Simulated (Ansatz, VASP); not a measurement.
# TaN: VASP beside Ansatz

```
Ta N
1.0
     0.00000    2.20881    2.20881
     2.20881    0.00000    2.20881
     2.20881    2.20881    0.00000
Ta N
1 1
Direct
  0.50000 0.50000 0.50000
  0.00000 0.00000 0.00000
```

Alike in both runs: task relaxation of cell and atoms; functional PBE; k mesh 16 × 16 × 16; occupations gaussian, width 0.1 eV; no spin polarisation.

|  | VASP | Ansatz |
| --- | --- | --- |
| version | VASP 6.6.1 | Ansatz 0.2.0 |
| potentials or method | VASP PAW PBE potentials, release 64 (Ta_pv, N), cutoff 600 eV | scalar-relativistic, plane waves, PAW |
| valence electrons in the cell | 16 | 18 |

```tsv
	VASP	Ansatz	Ansatz less VASP
gap on the k mesh at the Fermi level, each at its own relaxed structure (eV)	none	none	-
relaxed volume (Å³/atom)	10.80	10.77	-0.029
relaxed cell length with the largest relative difference (Å)	3.126	3.123	-0.0028
```

A gap of «none» marks a metal or a gap that the smearing closes. VASP's potentials hold 16 valence electrons a cell and Ansatz's 18, so a difference there can come from the potentials and not from the codes.

Neither program's run includes spin-orbit coupling.
